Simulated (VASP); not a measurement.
# Co (P6_3/mmc) in VASP: settings compared

Co is run at these levels: PBEsol, LDA; tasks: single point.

Everything below comes from runs of VASP 6.6.1. Logs are shortened: lines on timing, memory, paths and dates and some standing lists are left out, and cuts for length are marked.

### Step 1. The cell of the first run

It takes space group P6_3/mmc (No. 194, hexagonal). Conventional cell: a = 2.439 Å, b = 2.439 Å, c = 3.967 Å, α = 90.00°, β = 90.00°, γ = 120.00°. Co (site symmetry -6m2) has 12 Co at 2.43 to 2.44 Å within 3.2 Å.

### Step 2. Single point, PBEsol, collinear spin, ferromagnetic start (volume scaled by 0.96)

Contents of INCAR:

```
PREC = Accurate
ENCUT = 520
EDIFF = 1E-6
ISMEAR = -1
SIGMA = 0.05
LREAL = False
LASPH = True
NELM = 150
ALGO = Normal
ISIF = 2
LWAVE = False
LCHARG = True
ISPIN = 2
MAGMOM = 2 2
LORBIT = 11
LMAXMIX = 4
GGA = PS
LELF = True
LVHAR = True
NBANDS = 20
```

Contents of KPOINTS:

```
regular mesh
0
Gamma
  12 12 7
```

Contents of POSCAR:

```
Co
1.0
    2.4385904036      0.0000000000      0.0000000000
   -1.2192952018      2.1118812389      0.0000000000
    0.0000000000      0.0000000000      3.9667976331
Co
2
Direct
    0.6666666667      0.3333333333      0.7500000000
    0.3333333333      0.6666666667      0.2500000000
```

Potentials or basis: VASP PAW PBE potentials, release 64 (Co).

Run with:

```sh
$ cat potpaw_PBE.64/Co/POTCAR > POTCAR
$ mpirun -np 1 vasp_std > vasp.out
```

OUTCAR:

```text
PREC = Accurate
   ENCUT = 520
   EDIFF = 1E-6
   ISMEAR = -1
   LREAL = False
   LASPH = True
   NELM = 150
   ISIF = 2
   ISPIN = 2
   LORBIT = 11
   GGA = PS

 ion  position               nearest neighbor table
   1  0.667  0.333  0.750-   2 2.43   2 2.43   2 2.43   2 2.43   2 2.43   2 2.43
   2  0.333  0.667  0.250-   1 2.43   1 2.43   1 2.43   1 2.43   1 2.43   1 2.43

  LATTYP: Found a hexagonal cell.
 ALAT       =     2.4385904036
 C/A-ratio  =     1.6266764715

  Lattice vectors:

 A1 = (   2.4385904036,   0.0000000000,   0.0000000000)
 A2 = (  -1.2192952018,   2.1118812389,   0.0000000000)
 A3 = (   0.0000000000,   0.0000000000,   3.9667976331)

Analysis of symmetry for initial positions (statically):
=====================================================================
 Subroutine PRICEL returns:
 Original cell was already a primitive cell.

 Routine SETGRP: Setting up the symmetry group for a
 hexagonal supercell.

 Subroutine GETGRP returns: Found 24 space group operations
 (whereof 12 operations were pure point group operations)
 out of a pool of 24 trial point group operations.

The static configuration has the point symmetry D_3d.
 The point group associated with its full space group is D_6h.

Analysis of symmetry for dynamics (positions and initial velocities):
=====================================================================
 Subroutine PRICEL returns:
 Original cell was already a primitive cell.

 Routine SETGRP: Setting up the symmetry group for a
 hexagonal supercell.

 Subroutine GETGRP returns: Found 24 space group operations
 (whereof 12 operations were pure point group operations)
 out of a pool of 24 trial point group operations.

The dynamic configuration has the point symmetry D_3d.
 The point group associated with its full space group is D_6h.

Analysis of structural, dynamic, and magnetic symmetry:
=====================================================================
 Subroutine PRICEL returns:
 Original cell was already a primitive cell.

 Routine SETGRP: Setting up the symmetry group for a
 hexagonal supercell.

 Subroutine GETGRP returns: Found 24 space group operations
 (whereof 12 operations were pure point group operations)
 out of a pool of 24 trial point group operations.

The overall configuration has the point symmetry D_3d.
 The point group associated with its full space group is D_6h.

 Subroutine INISYM returns: Found 24 space group operations
 (whereof 12 operations are pure point group operations),
 and found     1 'primitive' translations

----------------------------------------------------------------------------------------

                                     Primitive cell

  volume of cell :      20.4291

  direct lattice vectors                    reciprocal lattice vectors
     2.438590404  0.000000000  0.000000000     0.410072966  0.236755737  0.000000000
    -1.219295202  2.111881239  0.000000000     0.000000000  0.473511475  0.000000000
     0.000000000  0.000000000  3.966797633     0.000000000  0.000000000  0.252092517

  length of vectors
     2.438590404  2.438590404  3.966797633     0.473511475  0.473511475  0.252092517

  position of ions in fractional coordinates (direct lattice)
     0.666666667  0.333333333  0.750000000
     0.333333333  0.666666667  0.250000000

  ion indices of the primitive-cell ions
   primitive index   ion index
                 1           1
                 2           2

----------------------------------------------------------------------------------------

 KPOINTS: regular mesh

Automatic generation of k-mesh.
 Grid dimensions read from file:
 generate k-points for:   12   12    7

 Generating k-lattice:

  Cartesian coordinates                     Fractional coordinates (reciprocal lattice)
     0.034172747  0.019729645  0.000000000     0.083333333 -0.000000000  0.000000000
     0.000000000  0.039459290  0.000000000     0.000000000  0.083333333  0.000000000
     0.000000000  0.000000000  0.036013217     0.000000000  0.000000000  0.142857143

  Length of vectors
     0.039459290  0.039459290  0.036013217

  Shift w.r.t. Gamma in fractional coordinates (k-lattice)
     0.000000000  0.000000000  0.000000000

 Subroutine IBZKPT returns following result:
 ===========================================

 Found     76 irreducible k-points:

 Following reciprocal coordinates:
            Coordinates               Weight
  0.000000  0.000000  0.000000      1.000000
  0.083333  0.000000  0.000000      6.000000
  0.166667  0.000000  0.000000      6.000000
  0.250000  0.000000  0.000000      6.000000
  0.333333  0.000000  0.000000      6.000000
  0.416667  0.000000  0.000000      6.000000
[... 16 lines left out ...]
  0.250000  0.000000  0.142857     12.000000
  0.333333  0.000000  0.142857     12.000000
 [... further k-points ...]
   k-points           NKPTS =     76   k-points in BZ     NKDIM =     76   number of bands    NBANDS=     20
   number of dos      NEDOS =    301   number of ions     NIONS =      2
   total plane-waves  NPLWV =   9720
   dimension x,y,z NGX =    18 NGY =   18 NGZ =   30
   dimension x,y,z NGXF=    36 NGYF=   36 NGZF=   60
   ions per type =               2
   NGX,Y,Z   is equivalent  to a cutoff of  12.27, 12.27, 12.57 a.u.
   NGXF,Y,Z  is equivalent  to a cutoff of  24.54, 24.54, 25.15 a.u.
 SYSTEM =  unknown system
   PREC   = accura    normal or accurate (medium, high low for compatibility)
   ISTART =      0    job   : 0-new  1-cont  2-samecut
   ICHARG =      2    charge: 1-file 2-atom 10-const
   ISPIN  =      2    spin polarized calculation?
   LNONCOLLINEAR =      F non collinear calculations
   LSORBIT =      F    spin-orbit coupling
   LASPH  =      T    aspherical Exc in radial PAW
   ENCUT  =  520.0 eV  38.22 Ry    6.18 a.u.   4.53  4.53  7.38*2*pi/ulx,y,z
   NELM   =    150;   NELMIN=  2; NELMDL= -5     # of ELM steps
   EDIFF  = 0.1E-05   stopping-criterion for ELM
   LREAL  =      F    real-space projection
   EDIFFG = 0.1E-04   stopping-criterion for IOM
   NSW    =      0    number of steps for IOM
   IBRION =     -1    ionic relax: 0-MD 1-quasi-New 2-CG
   NFREE  =      0    steps in history (QN), initial steepest desc. (CG)
   ISIF   =      2    stress and relaxation
   ISYM   =      2    0-nonsym 1-usesym 2-fastsym
   POTIM  = 0.5000    time-step for ionic-motion
   TEBEG  =    0.0;   TEEND  =   0.0 temperature during run
   PSTRESS=    0.0 pullay stress
   NELECT =      18.0000    total number of electrons
   NUPDOWN=      -1.0000    fix difference up-down
   EMIN   =  10.00;   EMAX   =-10.00  energy-range for DOS
   EFERMI =   0.00;   METHOD = LEGACY
   ISMEAR =    -1;   SIGMA  =   0.05  broadening in eV -4-tet -1-fermi 0-gaus
   EFERMI_NEDOS =   21; number of points for ismear=-14 and -15
   IALGO  =     38    algorithm
   IMIX   =      4    mixing-type and parameters
     AMIX     =   0.40;   BMIX     =  1.00
     AMIX_MAG =   1.60;   BMIX_MAG =  1.00
  volume/ion in A,a.u.               =      10.21        68.93
  Fermi-wavevector in a.u.,A,eV,Ry     =   1.569457  2.965844 33.513824  2.463197
  Thomas-Fermi vector in A             =   2.671337
   LORBIT       =     11    0 simple, 1 ext, 2 COOP (PROOUT), +10 PAW based schemes
   GGA     = PS    functional components
   LHFCALC =     F    Hartree Fock is set to
   AEXX    =    0.0000 exact exchange contribution
   IVDW    =     0    specifies the selected vdW correction
   LEPSILON=     F    determine dielectric tensor
   LRPA    =     F    only Hartree local field effects (RPA)
 spin polarized calculation
  energy-cutoff  :      520.00
  volume of cell :       20.43
 maximum number of plane-waves:       569
   NGX =  9   NGY =  9   NGZ = 15

 number of electron      17.9999973 magnetization       3.0708988

 Free energy of the ion-electron system (eV)
  ---------------------------------------------------
  ext. energy  EPLUGINS =         0.00000000
  ---------------------------------------------------
  free energy    TOTEN  =       -15.47312773 eV

  energy without entropy =      -15.45780970  energy(sigma->0) =      -15.46546871

 E-fermi :  10.9464     XC(G=0): -13.9398

 val. band max:       10.9434428621   @ k =   0.2500   0.0000   0.0000
 cond. band min:      10.9519056919   @ k =   0.3333   0.0833   0.0000
 fundamental gap:      0.0084628298
 Fermi energy:        10.9464144411

 spin component 1

 k-point     1 :       0.0000    0.0000    0.0000
  band No.  band energies     occupation
      1       1.6168      1.00000
      2       5.5127      1.00000
      3       8.2495      1.00000
      4       8.3115      1.00000
      5       8.3115      1.00000
      6       8.6525      1.00000
[... 12 lines left out ...]
     19      37.9721      0.00000
     20      37.9721      0.00000
[... 507 lines left out ...]
 k-point    24 :       0.3333    0.0000    0.1429
  band No.  band energies     occupation
      1       4.9854      1.00000
      2       6.3185      1.00000
      3       6.7183      1.00000
      4       7.5519      1.00000
      5       8.3463      1.00000
      6       8.4262      1.00000
[... 12 lines left out ...]
     19      35.0651      0.00000
     20      36.7367      0.00000

 [... further k-points ...]

 spin component 2

 k-point     1 :       0.0000    0.0000    0.0000
  band No.  band energies     occupation
      1       1.6850      1.00000
      2       6.4253      1.00000
      3       9.7933      1.00000
      4       9.8509      1.00000
      5       9.8509      1.00000
      6      10.2431      1.00000
[... 12 lines left out ...]
     19      38.3141      0.00000
     20      38.3141      0.00000
[... 507 lines left out ...]
 k-point    24 :       0.3333    0.0000    0.1429
  band No.  band energies     occupation
      1       5.2928      1.00000
      2       7.4407      1.00000
      3       7.8169      1.00000
      4       8.7614      1.00000
      5       9.7412      1.00000
      6      10.0049      1.00000
[... 12 lines left out ...]
     19      35.5130      0.00000
     20      37.0999      0.00000

 [... further k-points ...]
[... 5 lines left out ...]
  --------------------------------------------------------------------------------------
  -------------------------------------------------------------------------------------
  Total        0.4329069      0.4329069      0.0721573     -0.0000000      0.0000000     -0.0000000
  in kB       33.9513215     33.9513215      5.6590348     -0.0000000      0.0000000     -0.0000000
  external PRESSURE =      24.5205593 kB  Pullay stress =       0.0000000 kB

 VOLUME and BASIS-vectors are now :
 -----------------------------------------------------------------------------
  energy-cutoff  :      520.00
  volume of cell :       20.43
      direct lattice vectors                 reciprocal lattice vectors
     2.438590404  0.000000000  0.000000000     0.410072966  0.236755737  0.000000000
    -1.219295202  2.111881239  0.000000000     0.000000000  0.473511475  0.000000000
     0.000000000  0.000000000  3.966797633     0.000000000  0.000000000  0.252092517

 POSITION                                       TOTAL-FORCE (eV/Angst)
 -----------------------------------------------------------------------------------
      1.21930      0.70396      2.97510         0.000000     -0.000000      0.000000
     -0.00000      1.40792      0.99170        -0.000000      0.000000      0.000000
 -----------------------------------------------------------------------------------
    total drift:                               -0.000000      0.000000     -0.000000

  FREE ENERGIE OF THE ION-ELECTRON SYSTEM (eV)
  ---------------------------------------------------
  free  energy   TOTEN  =       -15.4731277333 eV

  energy  without entropy=      -15.4578096953  energy(sigma->0) =      -15.46546871

 total charge

# of ion       s       p       d       tot
------------------------------------------
    1        0.514   0.579   7.303   8.396
    2        0.514   0.579   7.303   8.396
--------------------------------------------------
tot          1.028   1.158  14.606  16.792

 magnetization (x)

# of ion       s       p       d       tot
------------------------------------------
    1       -0.015  -0.051   1.606   1.540
    2       -0.015  -0.051   1.606   1.540
--------------------------------------------------
tot         -0.031  -0.102   3.212   3.080
```

Wall time 26 s (1 thread of Intel Xeon 6975P-C (Granite Rapids), shared host); peak memory 0.16 GiB.

What came out:

| Item | Value |
| --- | --- |
| Free energy | -15.4731 eV |
| Pressure | 2.5 GPa |
| Net moment | 3.07 μB per cell |
| Site moments | Co +1.54 μB |
| Valence electrons inside the program's atomic spheres | Co 8.40 |

Levels at points of the mesh, in eV from the Fermi level:
Spin up:
```
           k point  band 7  band 8  band 9  band 10  band 11  band 12  band 13  band 14
(0.00, 0.00, 0.00)   -2.29   -1.88   -1.88    -0.69    -0.69    -0.23     6.81    22.51
(0.50, 0.00, 0.00)   -2.21   -0.52   -0.45    -0.36     1.50     3.65    10.10    10.83
```
Spin down:
| k point | band 4 | band 5 | band 6 | band 7 | band 8 | band 9 | band 10 | band 11 |
| --- | --- | --- | --- | --- | --- | --- | --- | --- |
| (0.00, 0.00, 0.00) | -1.10 | -1.10 | -0.70 | -0.70 | -0.21 | -0.21 | -0.20 | 1.09 |
| (0.50, 0.00, 0.00) | -1.94 | -1.24 | -1.18 | -0.73 | 1.25 | 1.37 | 1.43 | 2.72 |

Caveat: the PAW data sets were made with another functional, which shifts forces and pressure a little.

### Step 3. Single point, LDA, collinear spin, ferromagnetic start (volume scaled by 0.98)

Contents of INCAR:

```
ALGO     = Fast           # electronic algorithm
EDIFF    = 1E-6           # SCF threshold, eV
ENCUT    = 520            # plane-wave cutoff, eV
GGA      = CA             # functional
ISIF     = 2              # what is computed and relaxed
ISMEAR   = -1             # smearing method
ISPIN    = 2              # spin polarisation
LASPH    = True           # aspherical terms in the spheres
LCHARG   = False          # write CHGCAR
LMAXMIX  = 4              # l up to which the mixer works
LORBIT   = 11             # projections on sites
LREAL    = False          # projectors in reciprocal space
LWAVE    = False          # write WAVECAR
MAGMOM   = 2 2            # initial moments
NBANDS   = 20             # bands
NELM     = 150            # most SCF steps
PREC     = Accurate       # precision mode
SIGMA    = 0.05           # smearing width, eV
```

Contents of KPOINTS:

```
k-points
0
Gamma
  12 12 7
```

Contents of POSCAR:

```
Co
1.0
    2.4554087999      0.0000000000      0.0000000000
   -1.2277044000      2.1264463974      0.0000000000
    0.0000000000      0.0000000000      3.9941557227
Co
2
Direct
    0.6666666667      0.3333333333      0.7500000000
    0.3333333333      0.6666666667      0.2500000000
```

Potentials or basis: VASP PAW LDA potentials, release 64 (Co).

Run with:

```sh
$ cat potpaw_LDA.64/Co/POTCAR > POTCAR
$ mpirun -np 1 vasp_std > vasp.out
```

It took 24 s on 1 thread of Intel Xeon 6975P-C (Granite Rapids), shared host; peak memory 0.16 GiB.

It converged, with:

```yaml
Free_energy: -16.2235 eV
Pressure: -11.5 GPa
Net_moment: 2.99 μB per cell
Site_moments: Co +1.50 μB
Valence_electrons_inside_the_program's_atomic_spheres: Co 8.36
```

Stress tensor (GPa, compression positive):
```
-10.54   0.00   0.00
  0.00 -10.54   0.00
  0.00   0.00 -13.27
```

Levels at points of the mesh, in eV from the Fermi level:
Spin up:
| k point | band 7 | band 8 | band 9 | band 10 | band 11 | band 12 | band 13 | band 14 |
| --- | --- | --- | --- | --- | --- | --- | --- | --- |
| (0.00, 0.00, 0.00) | -2.13 | -1.72 | -1.72 | -0.55 | -0.55 | -0.14 | 6.73 | 22.41 |
| (0.50, 0.00, 0.00) | -2.06 | -0.40 | -0.32 | -0.24 | 1.57 | 3.65 | 10.00 | 10.68 |
Spin down:
| k point | band 3 | band 4 | band 5 | band 6 | band 7 | band 8 | band 9 | band 10 | band 11 | band 12 |
| --- | --- | --- | --- | --- | --- | --- | --- | --- | --- | --- |
| (0.00, 0.00, 0.00) | -1.15 | -1.10 | -1.10 | -0.72 | -0.72 | -0.24 | -0.24 | 0.02 | 1.02 | 1.02 |
| (0.50, 0.00, 0.00) | -3.44 | -1.77 | -1.23 | -1.15 | -0.73 | 1.17 | 1.28 | 1.34 | 2.68 | 4.56 |
